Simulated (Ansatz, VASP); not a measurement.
# Co in VASP and in Ansatz

```xyz
2
Lattice="2.4720 0.0000 0.0000 -1.2360 2.1408 0.0000 0.0000 0.0000 4.0211" Properties=species:S:1:pos:R:3 pbc="T T T"
Co    1.2360    0.7136    3.0159
Co    0.0000    1.4272    1.0053
```

Alike in both runs: task relaxation of cell and atoms; functional PBEsol; dispersion D4; k mesh 12 × 12 × 7; occupations fermi-dirac, width 0.05 eV; collinear spin.

|  | VASP | Ansatz |
| --- | --- | --- |
| version | VASP 6.6.1 | Ansatz 0.2.0 |
| potentials or method | VASP PAW PBE potentials, release 64 (Co) | Ansatz PAW |
| plane-wave cutoff (eV) | 600 | 420 |
| valence electrons in the cell | 18 | 34 |

```csv
,VASP,Ansatz,Ansatz less VASP
"gap on the k mesh at the Fermi level, each at its own relaxed structure (eV)",none,none,-
net moment per atom (μB),1.53,1.54,+0.014
size of the moment on the site where the two differ most (μB),1.53,1.60,+0.073
relaxed volume (Å³/atom),10.16,10.21,+0.052
relaxed cell length with the largest relative difference (Å),3.938,3.945,+0.0068
```

VASP's potentials were made for PBE, not for PBEsol. Site moments also hang on the region over which each program counts them. A gap of «none» marks a metal or a gap that the smearing closes. VASP's potentials hold 18 valence electrons a cell and Ansatz's 34, so a difference there can come from the potentials and not from the codes.

Noted on Ansatz's run: the plane-wave basis is chosen anew once the cell has moved, so the energies of steps on either side of that aren't comparable.
